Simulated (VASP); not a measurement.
Write the native input for VASP 6.6.1 that does the following.

```yaml
Task: single point
Functional: PBE
Potentials_or_basis: VASP PAW PBE potentials, release 64 (Ti_sv)
Cutoff: 520 eV
k_mesh: 14 × 14 × 14
Occupations: fermi-dirac, width 0.1 eV
Spin: non-collinear spin, zero start, spin-orbit coupling
Starting_moments: "[[0.0, 0.0, 0.0]] μB"
Dipole_correction: no
Further_INCAR_settings: ALGO = Normal; EDIFF = 1e-06; NBANDS = 23
```

The structure of Ti lies in POSCAR:

```
Ti
1.0
   -1.6301190851      1.6301190851      1.6301190851
    1.6301190851     -1.6301190851      1.6301190851
    1.6301190851      1.6301190851     -1.6301190851
Ti
1
Direct
    0.0000000000      0.0000000000      0.0000000000
```

The input as run:

INCAR

```
SYSTEM = Ti
  PREC = Accurate
  ENCUT = 520
  EDIFF = 1E-6
  ISMEAR = -1
  SIGMA = 0.1
  LREAL = .False.
  LASPH = .True.
  NELM = 150
  ALGO = Normal
  ISIF = 2
  LWAVE = .False.
  LCHARG = .False.
  MAGMOM = 0 0 0
  LORBIT = 11
  LSORBIT = .True.
  GGA_COMPAT = .False.
  LORBMOM = .True.
  LMAXMIX = 4
  GGA = PE
  NBANDS = 23
```

KPOINTS

```
Automatic mesh
0
Gamma
  14 14 14
  0 0 0
```

Potentials or basis: VASP PAW PBE potentials, release 64 (Ti_sv).

The run is started by

```console
$ cat potpaw_PBE.64/Ti_sv/POTCAR > POTCAR
$ mpirun -np 1 vasp_ncl > vasp.out
```

Results of the run:

```yaml
Pressure: -0.3 GPa
Net_moment: 0.00 μB per cell
Valence_electrons_inside_the_program's_atomic_spheres: Ti 10.27
```

It took 2.4 min on 1 thread of Intel Xeon 6975P-C, on a shared host, peak memory 0.23 GiB.
